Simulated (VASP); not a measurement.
Al2GaP3:

```
Al Ga P
1.0
     3.65322    0.00000    0.00000
    -1.82661    3.16378    0.00000
     0.00000    0.00000    8.94853
Al Ga P
2 1 3
Direct
  0.00000 0.00000 0.00000
  0.66667 0.33333 0.66667
  0.33333 0.66667 0.33333
  0.66667 0.33333 0.91667
  0.33333 0.66667 0.58333
  0.00000 0.00000 0.25000
```

| Property | Result |
| --- | --- |
| Program | VASP 6.6.1 |
| Task | relaxation of cell and atoms |
| Functional | PBE |
| Potentials or basis | VASP PAW PBE potentials, release 64 (Al, Ga_d, P) |
| Cutoff | 600 eV |
| k mesh | 12 × 12 × 4 |
| Occupations | fermi-dirac, width 0.02 eV |
| Spin | no spin polarisation |

At the start: pressure 23.0 GPa; volume 17.24 Å³/atom.

Problem. How do energy, volume and symmetry change on relaxing?

Solution. Over 14 steps the energy falls by 221.0 meV/atom and the volume is 20.87 Å³/atom (+21.1 %); space group P3m1 (No. 156, to 0.1 Å) before and after.

The path:
```tsv
step	energy change (eV)	largest force (eV/Å)	pressure (GPa)	volume (Å³)
1	0.0000	0.0419	23.00	103.43
2	-0.7150	0.1097	-8.61	145.07
3	-1.3255	0.0659	-0.13	125.40
4	-1.3254	0.0648	0.16	124.94
5	-1.3257	0.0256	0.17	124.94
6	-1.3257	0.0272	0.17	124.94
7	-1.3258	0.0161	-0.04	125.29
8	-1.3258	0.0184	0.01	125.23
9	-1.3258	0.0171	-0.03	125.25
10	-1.3258	0.0180	-0.01	125.24
11	-1.3258	0.0174	-0.02	125.25
12	-1.3259	0.0079	-0.02	125.24
13	-1.3259	0.0088	-0.01	125.23
14	-1.3259	0.0035	0.01	125.20
```

Final structure:
```
Al Ga P
1.0
     3.89368    0.00000    0.00000
    -1.94684    3.37202    0.00000
     0.00000    0.00000    9.53566
Al Ga P
2 1 3
Direct
  0.00000 0.00000 0.99981
  0.66667 0.33333 0.66653
  0.33333 0.66667 0.33347
  0.66667 0.33333 0.91679
  0.33333 0.66667 0.58395
  0.00000 0.00000 0.24946
```

Caveat: the volume moved by over 15 % at a fixed basis, so the end points are rough.
